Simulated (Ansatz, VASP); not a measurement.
## Two plane-wave programs on ScGa5S

INCAR

```
SYSTEM = ScGa5S
PREC = Accurate
ENCUT = 600
EDIFF = 1E-7
ISMEAR = 0
SIGMA = 0.2
LREAL = .FALSE.
LASPH = .TRUE.
NELM = 80
ALGO = Normal
ISIF = 3
LWAVE = .FALSE.
LCHARG = .FALSE.
GGA = PE
IBRION = 2
NSW = 36
EDIFFG = -0.08
```

KPOINTS

```
Automatic mesh
0
G
  3 3 3
  0 0 0
```

POSCAR

```
ScGa5S
1.0
    0.0000000000      4.2731100800      4.2731100800
    4.2731100800      0.0000000000      4.2731100800
    4.2731100800      4.2731100800      0.0000000000
Sc Ga S
1 5 1
Direct
    0.5000000000      0.5000000000      0.5000000000
    0.6556789900      0.6556789900      0.6556789900
    0.6556789900      0.6556789900      0.0329630300
    0.6556789900      0.0329630300      0.6556789900
    0.0329630300      0.6556789900      0.6556789900
    0.0000000000      0.0000000000      0.0000000000
    0.2500000000      0.2500000000      0.2500000000
```

Input for Ansatz:

```yaml
crystal:
  lattice:
    - [0.0, 4.27311008, 4.27311008]
    - [4.27311008, 0.0, 4.27311008]
    - [4.27311008, 4.27311008, 0.0]
  atoms:
    - { symbol: Sc, position: [0.5, 0.5, 0.5] }
    - { symbol: Ga, position: [0.65567899, 0.65567899, 0.65567899] }
    - { symbol: Ga, position: [0.65567899, 0.65567899, 0.03296303] }
    - { symbol: Ga, position: [0.65567899, 0.03296303, 0.65567899] }
    - { symbol: Ga, position: [0.03296303, 0.65567899, 0.65567899] }
    - { symbol: Ga, position: [0.0, 0.0, 0.0] }
    - { symbol: S, position: [0.25, 0.25, 0.25] }
basis:
  ecutwfc: 420
kpoints:
  mp_grid: { grid: [3, 3, 3] }
hamiltonian:
  xc: pbe
scf:
  occupations: { method: gaussian, width: 0.2 }
  lower_state_search: "off"
output:
  forces: true
  stress: true
  eigenvalues: true
relax:
  adjacent_minimum: "off"
  f_tol: 0.08
  max_steps: 16
  cell: { stress_tol: 0.8 }
```

Alike in both runs: task relaxation of cell and atoms; functional PBE; k mesh 3 × 3 × 3; occupations gaussian, width 0.2 eV; no spin polarisation.

|  | VASP | Ansatz |
| --- | --- | --- |
| version | VASP 6.6.1 | Ansatz 0.2.0 |
| potentials or method | VASP PAW PBE potentials, release 64 (Sc_sv, Ga_d, S), cutoff 600 eV | scalar-relativistic, plane waves, PAW |
| valence electrons in the cell | 82 | 82 |

```tsv
	VASP	Ansatz	Ansatz less VASP
gap on the k mesh at the Fermi level, each at its own relaxed structure (eV)	none	none	-
relaxed volume (Å³/atom)	32.27	31.82	-0.454
relaxed cell length with the largest relative difference (Å)	6.836	6.804	-0.0322
```

A gap of «none» marks a metal or a gap that the smearing closes.

The k mesh is coarse, so the values compare programs but aren't converged. Noted on VASP's run: the volume moved by over 15 % at a fixed basis, so the end points are rough.
